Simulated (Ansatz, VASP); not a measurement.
**CaGe4N: VASP beside Ansatz**

```
Ca Ge N
1.0
     5.81682    0.00000    0.00000
    -2.90841    5.03752    0.00000
     0.00000    0.00000    3.90984
Ca Ge N
1 4 1
Direct
  0.00000 0.00000 0.00000
  0.66667 0.33333 0.00000
  0.03489 0.51744 0.50000
  0.48256 0.51744 0.50000
  0.48256 0.96511 0.50000
  0.33333 0.66667 0.00000
```

Change from the starting cell: species swapped into the PrFeNi4 type (P-6m2, No. 187).

Alike in both runs: functional PBE; k mesh 6 × 6 × 4; occupations gaussian, width 0.1 eV; no spin polarisation.

Ansatz relaxed the structure, and its values are those at the end. VASP's run is a single point on that final structure, the one shown.

|  | VASP | Ansatz |
| --- | --- | --- |
| version | VASP 6.6.1 | Ansatz 0.2.0 |
| potentials or method | VASP PAW PBE potentials, release 64 (Ca_sv, Ge_d, N), cutoff 520 eV | scalar-relativistic, plane waves, PAW |
| valence electrons in the cell | 71 | 71 |

Ansatz gave:

* gap on the k mesh at the Fermi level (eV): none
* pressure (GPa): 0.1
* rms of the force components (eV/Å): 0.000

Task: Which values does VASP return?

Result: gap on the k mesh at the Fermi level (eV): none; pressure (GPa): 0.2; rms of the force components (eV/Å): 0.003.

A gap of «none» marks a metal or a gap that the smearing closes.

The k mesh is coarse, so the values compare programs but aren't converged.
